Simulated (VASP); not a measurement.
C, 1 atom in the cell. Symmetry: Fm-3m, No. 225, cubic system. The conventional cell has a = 3.224 Å, b = 3.224 Å, c = 3.224 Å, α = 90.00°, β = 90.00°, γ = 90.00°. C (site symmetry m-3m) has 12 C at 2.28 Å within 3.0 Å.  This cell differs from its parent crystal: volume scaled by 1.12.

| Item | Value |
| --- | --- |
| Program | VASP 6.6.1 |
| Task | single point |
| Functional | RPBE |
| Potentials or basis | VASP PAW PBE potentials, release 64 (C) |
| Cutoff | 520 eV |
| k mesh | 19 × 19 × 19 |
| Occupations | fermi-dirac, width 0.1 eV |
| Spin | no spin polarisation |
| Dipole correction | no |
| Further INCAR settings | ALGO = Normal; EDIFF = 1e-06; NBANDS = 8 |

Potentials or basis: VASP PAW PBE potentials, release 64 (C).

Launch:

```bash
$ cat potpaw_PBE.64/C/POTCAR > POTCAR
$ mpirun -np 1 vasp_std > vasp.out
```

Hardware: 1 thread of Intel(R) Xeon(R) 6975P-C (Granite Rapids) (shared host).

Task: Estimate the wall time of this run.

Result: Run time: 5.4 s on 1 thread of Intel(R) Xeon(R) 6975P-C (Granite Rapids), with other jobs on the host, peak memory 0.11 GiB. Counts: scf iterations 9, k points 220.
